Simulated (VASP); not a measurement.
IrPt2, 3 atoms in the cell. The structure is trigonal, space group P-3m1 (No. 164). The conventional cell has a = 3.313 Å, b = 3.313 Å, c = 4.207 Å, α = 90.00°, β = 90.00°, γ = 120.00°. Ir (site symmetry -3m) has 6 Pt at 2.18 Å within 2.9 Å. Pt (site symmetry 3m) has 3 Ir at 2.18 Å and 6 Pt at 2.84 Å within 2.9 Å. The cell was built from a structure type or drawn by symmetry, and may not be a known phase.

- Program: VASP 6.6.1
- Task: relaxation of cell and atoms
- Functional: PBE
- Potentials or basis: VASP PAW PBE potentials, release 64 (Ir, Pt)
- Cutoff: 500 eV
- k mesh: 7 × 7 × 5
- Occupations: gaussian, width 0.2 eV
- Spin: no spin polarisation
- Dipole correction: no
- Further INCAR settings: ALGO = Normal; EDIFF = 1e-07; IBRION = 2; EDIFFG = -0.08; NSW = 36; ISIF = 3

Potentials or basis: VASP PAW PBE potentials, release 64 (Ir, Pt).

Launch:

```console
$ cat potpaw_PBE.64/Ir/POTCAR potpaw_PBE.64/Pt/POTCAR > POTCAR
$ mpirun -np 1 vasp_std > vasp.out
```

Hardware: 1 thread of Intel(R) Xeon(R) Platinum 8375C CPU @ 2.90GHz (Ice Lake), with other jobs on the host.

**Question.** How long does it take, and how much memory?

**Answer.** Run time: 4.2 min on 1 thread of Intel(R) Xeon(R) Platinum 8375C CPU @ 2.90GHz (Ice Lake), with other jobs on the host, peak memory 0.17 GiB. Counts: scf iterations 153, k points 32, ion steps 11.
